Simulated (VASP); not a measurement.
Crystal: ZnF2.

```
Zn F
1.0
     4.70480    0.00000    0.00000
     0.00000    4.70480    0.00000
     0.00000    0.00000    3.13380
Zn F
2 4
Cartesian
  0.0000 0.0000 0.0000
  2.3524 2.3524 1.5669
  1.4227 1.4227 0.0000
  0.9297 3.7751 1.5669
  3.2821 3.2821 0.0000
  3.7751 0.9297 1.5669
```

Program: VASP 6.6.1. Alike in all runs: task single point; potentials or basis VASP PAW PBE potentials, release 64 (Zn, F); no spin polarisation; cell as given; k mesh 6 × 6 × 8; cutoff (eV) 600; smearing gaussian 0.01 eV.

Problem. Order these runs on this cell by their band gap on the k mesh, lowest first.
A. level PBE+U; U Zn d U = 2.0 eV
B. level PBE
C. level PBE+U; U Zn d U = 6.0 eV
D. level PBE+U; U Zn d U = 4.0 eV

Solution. B (3.48 eV), A (3.96 eV), D (4.30 eV), C (4.59 eV).

A k mesh can miss the band edges.
